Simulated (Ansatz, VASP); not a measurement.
One calculation of Tl, two programs

```
Tl
1.0
     3.40140    0.00000    0.00000
    -1.70070    2.94570    0.00000
     0.00000    0.00000    5.44300
Tl
2
Direct
  0.33333 0.66667 0.25000
  0.66667 0.33333 0.75000
```

Alike in both runs: task single point; functional LDA; k mesh 9 × 9 × 5; occupations fermi-dirac, width 0.1 eV; no spin polarisation.

|  | VASP | Ansatz |
| --- | --- | --- |
| version | VASP 6.6.1 | Ansatz 0.2.0 |
| potentials or method | VASP PAW LDA potentials, release 64 (Tl_d), cutoff 520 eV | plane waves (420 eV) with PAW, scalar-relativistic |
| valence electrons in the cell | 26 | 26 |

|  | VASP | Ansatz | Ansatz less VASP |
| --- | --- | --- | --- |
| pressure (GPa) | 0.3 | 0.2 | -0.10 |
| traceless stress, the component that is largest in VASP (GPa) | 1.09 | 1.05 | -0.033 |

Ansatz warns that its potentials were made for another functional, while VASP's fit it. LDA's correlation is that of Perdew and Zunger in VASP and of Perdew and Wang (1992) in Ansatz.

Spin-orbit coupling is off throughout.
